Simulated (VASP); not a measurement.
# CdS (Fm-3m) in VASP: further runs

The runs below take CdS through single point, relaxation of cell and atoms, with PBE.

Everything below comes from runs of VASP 6.6.1. Logs are shortened: lines on timing, memory, paths and dates and some standing lists are left out, and cuts for length are marked.

## 1. The cell of the first run

It takes space group Fm-3m (No. 225, cubic). Conventional cell: a = 5.495 Å, b = 5.495 Å, c = 5.495 Å, α = 90.00°, β = 90.00°, γ = 90.00°. Cd (site symmetry m-3m) has 6 S at 2.75 Å within 3.6 Å. S (site symmetry m-3m) has 6 Cd at 2.75 Å within 3.6 Å.

## 2. Single point, PBE

File INCAR:

```
ALGO     = Normal         # electronic algorithm
EDIFF    = 1E-6           # SCF threshold, eV
ENCUT    = 520            # plane-wave cutoff, eV
GGA      = PE             # functional
ISIF     = 2              # what is computed and relaxed
ISMEAR   = 0              # smearing method
LASPH    = T              # aspherical terms in the spheres
LCHARG   = F              # write CHGCAR
LREAL    = F              # projectors in reciprocal space
LWAVE    = F              # write WAVECAR
NBANDS   = 16             # bands
NELM     = 60             # most SCF steps
PREC     = Accurate       # precision mode
SIGMA    = 0.01           # smearing width, eV
```

File KPOINTS:

```
k-points
0
Gamma
  12 12 12
```

File POSCAR:

```
CdS
1.0
    0.0000000000      2.7474891006      2.7474891006
    2.7474891006      0.0000000000      2.7474891006
    2.7474891006      2.7474891006      0.0000000000
Cd S
1 1
Direct
    0.0000000000      0.0000000000      0.0000000000
    0.5000000000      0.5000000000      0.5000000000
```

Potentials or basis: VASP PAW PBE potentials, release 64 (Cd, S).

On the command line:

```sh
cat potpaw_PBE.64/Cd/POTCAR potpaw_PBE.64/S/POTCAR > POTCAR
mpirun -np 1 vasp_std > vasp.out
```

OUTCAR:

```text
EDIFF = 1E-6
   ENCUT = 520
   GGA = PE
   ISIF = 2
   ISMEAR = 0
   LASPH = T
   LREAL = F
   NELM = 60
   PREC = Accurate

 ion  position               nearest neighbor table
   1  0.000  0.000  0.000-   2 2.75   2 2.75   2 2.75   2 2.75   2 2.75   2 2.75
   2  0.500  0.500  0.500-   1 2.75   1 2.75   1 2.75   1 2.75   1 2.75   1 2.75

  LATTYP: Found a face centered cubic cell.
 ALAT       =     5.4949782012

  Lattice vectors:

 A1 = (   0.0000000000,   2.7474891006,   2.7474891006)
 A2 = (   2.7474891006,   0.0000000000,   2.7474891006)
 A3 = (   2.7474891006,   2.7474891006,   0.0000000000)

Analysis of symmetry for initial positions (statically):
=====================================================================
 Subroutine PRICEL returns:
 Original cell was already a primitive cell.

 Routine SETGRP: Setting up the symmetry group for a
 face centered cubic supercell.

 Subroutine GETGRP returns: Found 48 space group operations
 (whereof 48 operations were pure point group operations)
 out of a pool of 48 trial point group operations.

The static configuration has the point symmetry O_h .

Analysis of symmetry for dynamics (positions and initial velocities):
=====================================================================
 Subroutine PRICEL returns:
 Original cell was already a primitive cell.

 Routine SETGRP: Setting up the symmetry group for a
 face centered cubic supercell.

 Subroutine GETGRP returns: Found 48 space group operations
 (whereof 48 operations were pure point group operations)
 out of a pool of 48 trial point group operations.

The dynamic configuration has the point symmetry O_h .

 Subroutine INISYM returns: Found 48 space group operations
 (whereof 48 operations are pure point group operations),
 and found     1 'primitive' translations

----------------------------------------------------------------------------------------

                                     Primitive cell

  volume of cell :      41.4799

  direct lattice vectors                    reciprocal lattice vectors
     0.000000000  2.747489101  2.747489101    -0.181984343  0.181984343  0.181984343
     2.747489101  0.000000000  2.747489101     0.181984343 -0.181984343  0.181984343
     2.747489101  2.747489101  0.000000000     0.181984343  0.181984343 -0.181984343

  length of vectors
     3.885536349  3.885536349  3.885536349     0.315206129  0.315206129  0.315206129

  position of ions in fractional coordinates (direct lattice)
     0.000000000  0.000000000  0.000000000
     0.500000000  0.500000000  0.500000000

  ion indices of the primitive-cell ions
   primitive index   ion index
                 1           1
                 2           2

----------------------------------------------------------------------------------------

 KPOINTS: k-points

Automatic generation of k-mesh.
 Grid dimensions read from file:
 generate k-points for:   12   12   12

 Generating k-lattice:

  Cartesian coordinates                     Fractional coordinates (reciprocal lattice)
    -0.015165362  0.015165362  0.015165362     0.083333333  0.000000000  0.000000000
     0.015165362 -0.015165362  0.015165362     0.000000000  0.083333333  0.000000000
     0.015165362  0.015165362 -0.015165362     0.000000000  0.000000000  0.083333333

  Length of vectors
     0.026267177  0.026267177  0.026267177

  Shift w.r.t. Gamma in fractional coordinates (k-lattice)
     0.000000000  0.000000000  0.000000000

 Subroutine IBZKPT returns following result:
 ===========================================

 Found     72 irreducible k-points:

 Following reciprocal coordinates:
            Coordinates               Weight
  0.000000  0.000000  0.000000      1.000000
  0.083333  0.000000  0.000000      8.000000
  0.166667  0.000000  0.000000      8.000000
  0.250000  0.000000  0.000000      8.000000
  0.333333  0.000000  0.000000      8.000000
  0.416667  0.000000  0.000000      8.000000
[... 16 lines left out ...]
  0.500000  0.166667  0.000000     24.000000
 -0.416667  0.166667  0.000000     24.000000
 [... further k-points ...]
   k-points           NKPTS =     72   k-points in BZ     NKDIM =     72   number of bands    NBANDS=     16
   number of dos      NEDOS =    301   number of ions     NIONS =      2
   total plane-waves  NPLWV =  27000
   dimension x,y,z NGX =    30 NGY =   30 NGZ =   30
   dimension x,y,z NGXF=    60 NGYF=   60 NGZF=   60
   ions per type =               1   1
   NGX,Y,Z   is equivalent  to a cutoff of  12.84, 12.84, 12.84 a.u.
   NGXF,Y,Z  is equivalent  to a cutoff of  25.67, 25.67, 25.67 a.u.
 SYSTEM =  unknown system
   PREC   = accura    normal or accurate (medium, high low for compatibility)
   ISTART =      0    job   : 0-new  1-cont  2-samecut
   ICHARG =      2    charge: 1-file 2-atom 10-const
   ISPIN  =      1    spin polarized calculation?
   LNONCOLLINEAR =      F non collinear calculations
   LSORBIT =      F    spin-orbit coupling
   LASPH  =      T    aspherical Exc in radial PAW
   ENCUT  =  520.0 eV  38.22 Ry    6.18 a.u.   7.22  7.22  7.22*2*pi/ulx,y,z
   NELM   =     60;   NELMIN=  2; NELMDL= -5     # of ELM steps
   EDIFF  = 0.1E-05   stopping-criterion for ELM
   LREAL  =      F    real-space projection
   EDIFFG = 0.1E-04   stopping-criterion for IOM
   NSW    =      0    number of steps for IOM
   IBRION =     -1    ionic relax: 0-MD 1-quasi-New 2-CG
   NFREE  =      0    steps in history (QN), initial steepest desc. (CG)
   ISIF   =      2    stress and relaxation
   ISYM   =      2    0-nonsym 1-usesym 2-fastsym
   POTIM  = 0.5000    time-step for ionic-motion
   TEBEG  =    0.0;   TEEND  =   0.0 temperature during run
   PSTRESS=    0.0 pullay stress
   NELECT =      18.0000    total number of electrons
   NUPDOWN=      -1.0000    fix difference up-down
   EMIN   =  10.00;   EMAX   =-10.00  energy-range for DOS
   EFERMI =   0.00;   METHOD = LEGACY
   ISMEAR =     0;   SIGMA  =   0.01  broadening in eV -4-tet -1-fermi 0-gaus
   EFERMI_NEDOS =   21; number of points for ismear=-14 and -15
   IALGO  =     38    algorithm
   IMIX   =      4    mixing-type and parameters
     AMIX     =   0.40;   BMIX     =  1.00
     AMIX_MAG =   1.60;   BMIX_MAG =  1.00
  volume/ion in A,a.u.               =      20.74       139.96
  Fermi-wavevector in a.u.,A,eV,Ry     =   1.239423  2.342171 20.900866  1.536170
  Thomas-Fermi vector in A             =   2.373907
   LORBIT       =      0    0 simple, 1 ext, 2 COOP (PROOUT), +10 PAW based schemes
   GGA     = PE    functional components
   LHFCALC =     F    Hartree Fock is set to
   AEXX    =    0.0000 exact exchange contribution
   IVDW    =     0    specifies the selected vdW correction
   LEPSILON=     F    determine dielectric tensor
   LRPA    =     F    only Hartree local field effects (RPA)
 non-spin polarized calculation
 Gauss-broadening in eV      SIGMA  =   0.01
  energy-cutoff  :      520.00
  volume of cell :       41.48
 maximum number of plane-waves:      1139
 NGX is ok and might be reduce to    30
   NGX = 15   NGY = 15   NGZ = 15

 number of electron      18.0000005 magnetization

 Free energy of the ion-electron system (eV)
  ---------------------------------------------------
  ext. energy  EPLUGINS =         0.00000000
  ---------------------------------------------------
  free energy    TOTEN  =        -5.87717585 eV

  energy without entropy =       -5.87717585  energy(sigma->0) =       -5.87717585

 E-fermi :   2.8216     XC(G=0): -10.3345

 val. band max:        2.7795106540   @ k =  -0.2500   0.1667   0.0000
 cond. band min:       3.0287812566   @ k =   0.5000   0.5000   0.0000
 fundamental gap:      0.2492706026
 Fermi energy:         2.8216200191

 k-point     1 :       0.0000    0.0000    0.0000
  band No.  band energies     occupation
      1      -9.9287      2.00000
      2      -4.8100      2.00000
      3      -4.8100      2.00000
      4      -4.8100      2.00000
      5      -4.8098      2.00000
      6      -4.8098      2.00000
[... 8 lines left out ...]
     15      14.1341      0.00000
     16      14.1341      0.00000

 k-point     2 :       0.0833    0.0000    0.0000
  band No.  band energies     occupation
      1      -9.8698      2.00000
      2      -4.8306      2.00000
      3      -4.8306      2.00000
      4      -4.8160      2.00000
      5      -4.7971      2.00000
      6      -4.7971      2.00000
[... 8 lines left out ...]
     15      13.2603      0.00000
     16      13.9779      0.00000

 k-point     3 :       0.1667    0.0000    0.0000
  band No.  band energies     occupation
      1      -9.7012      2.00000
      2      -4.8865      2.00000
      3      -4.8865      2.00000
      4      -4.8361      2.00000
      5      -4.7616      2.00000
      6      -4.7616      2.00000
[... 8 lines left out ...]
     15      13.0778      0.00000
     16      13.7101      0.00000

 k-point     4 :       0.2500    0.0000    0.0000
  band No.  band energies     occupation
      1      -9.4487      2.00000
      2      -4.9607      2.00000
      3      -4.9607      2.00000
      4      -4.8761      2.00000
      5      -4.7125      2.00000
      6      -4.7125      2.00000
[... 8 lines left out ...]
     15      13.6071      0.00000
     16      13.6169      0.00000
[... 324 lines left out ...]
 k-point    22 :       0.4167    0.1667    0.0000
  band No.  band energies     occupation
      1      -9.0480      2.00000
      2      -4.9675      2.00000
      3      -4.9474      2.00000
      4      -4.9094      2.00000
      5      -4.6414      2.00000
      6      -4.6130      2.00000
[... 8 lines left out ...]
     15      16.0632      0.00000
     16      16.2304      0.00000

 k-point    23 :       0.5000    0.1667    0.0000
  band No.  band energies     occupation
      1      -8.8925      2.00000
      2      -5.0099      2.00000
      3      -4.9549      2.00000
      4      -4.9258      2.00000
      5      -4.6013      2.00000
      6      -4.5973      2.00000
[... 8 lines left out ...]
     15      16.0321      0.00000
     16      16.9169      0.00000

 k-point    24 :      -0.4167    0.1667    0.0000
  band No.  band energies     occupation
      1      -8.8586      2.00000
      2      -5.0500      2.00000
      3      -4.9949      2.00000
      4      -4.8917      2.00000
      5      -4.6168      2.00000
      6      -4.5715      2.00000
[... 8 lines left out ...]
     15      15.1348      0.00000
     16      16.3364      0.00000

 [... further k-points ...]
[... 5 lines left out ...]
  --------------------------------------------------------------------------------------
  -------------------------------------------------------------------------------------
  Total        0.0969704      0.0969704      0.0969704     -0.0000000     -0.0000000      0.0000000
  in kB        3.7455195      3.7455195      3.7455195     -0.0000000     -0.0000000      0.0000000
  external PRESSURE =       3.7455195 kB  Pullay stress =       0.0000000 kB

 VOLUME and BASIS-vectors are now :
 -----------------------------------------------------------------------------
  energy-cutoff  :      520.00
  volume of cell :       41.48
      direct lattice vectors                 reciprocal lattice vectors
     0.000000000  2.747489101  2.747489101    -0.181984343  0.181984343  0.181984343
     2.747489101  0.000000000  2.747489101     0.181984343 -0.181984343  0.181984343
     2.747489101  2.747489101  0.000000000     0.181984343  0.181984343 -0.181984343

 POSITION                                       TOTAL-FORCE (eV/Angst)
 -----------------------------------------------------------------------------------
      0.00000      0.00000      0.00000         0.000000      0.000000      0.000000
      2.74749      2.74749      2.74749        -0.000000     -0.000000     -0.000000
 -----------------------------------------------------------------------------------
    total drift:                               -0.000000      0.000000      0.000000

  FREE ENERGIE OF THE ION-ELECTRON SYSTEM (eV)
  ---------------------------------------------------
  free  energy   TOTEN  =        -5.8771758487 eV

  energy  without entropy=       -5.8771758487  energy(sigma->0) =       -5.87717585
```

It took 32 s on 1 thread of Intel Xeon 6975P-C, shared host; peak memory 0.2 GiB.

Results:

| Quantity | Value |
| --- | --- |
| Free energy | -5.8772 eV |
| Pressure | 0.4 GPa |
| Band gap on the k mesh | 0.25 eV, indirect (least direct gap 1.57 eV) |

A k mesh can miss the band edges.

## 3. Relaxation of cell and atoms, PBE

This run uses another cell than the first one, of 20.85 Å³/atom, 1.005 times its volume.

File INCAR:

```
SYSTEM = CdS
  PREC = Accurate
  ENCUT = 600
  EDIFF = 1E-6
  ISMEAR = 0
  SIGMA = 0.01
  LREAL = .False.
  LASPH = .True.
  NELM = 100
  ALGO = Normal
  ISIF = 3
  LWAVE = .False.
  LCHARG = .False.
  GGA = PE
  IBRION = 2
  NSW = 100
  EDIFFG = -0.01
```

File KPOINTS:

```
regular mesh
0
Gamma
  12 12 12
  0 0 0
```

File POSCAR:

```
CdS
1.0
    0.0000000000      2.7523967129      2.7523967129
    2.7523967129      0.0000000000      2.7523967129
    2.7523967129      2.7523967129      0.0000000000
Cd S
1 1
Direct
    0.0000000000      0.0000000000      0.0000000000
    0.5000000000      0.5000000000      0.5000000000
```

Potentials or basis: VASP PAW PBE potentials, release 64 (Cd, S).

On the command line:

```sh
cat potpaw_PBE.64/Cd/POTCAR potpaw_PBE.64/S/POTCAR > POTCAR
mpirun -np 1 vasp_std > vasp.out
```

Run time: 24 s. Hardware: 1 thread of Intel Xeon 6975P-C, shared host; peak memory 0.21 GiB.

It converged, with:

```
Free energy             : -5.8774 eV
Pressure after relaxing : -0.1 GPa
Band gap on the k mesh  : 0.25 eV, indirect (least direct gap 1.54 eV)
```

Final structure:
```yaml
crystal:
  lattice:
    - [0.00000, 2.75240, 2.75240]
    - [2.75240, 0.00000, 2.75240]
    - [2.75240, 2.75240, 0.00000]
  atoms:
    - { symbol: Cd, position: [0.00000, 0.00000, 0.00000] }
    - { symbol: S, position: [0.50000, 0.50000, 0.50000] }
```

Levels at points of the mesh, in eV from the valence-band top:
| k point | band 7 | band 8 | band 9 | band 10 | band 11 | band 12 |
| --- | --- | --- | --- | --- | --- | --- |
| (0.00, 0.00, 0.00) | -0.70 | -0.70 | -0.70 | 0.83 | 9.23 | 9.23 |
| (0.50, 0.00, 0.00) | -4.76 | -0.01 | -0.01 | 3.53 | 5.92 | 5.92 |
| (0.50, 0.50, 0.00) | -4.11 | -2.06 | -2.06 | 0.25 | 6.07 | 9.74 |

Caveat: the relaxation stopped at its first step, so nothing moved.
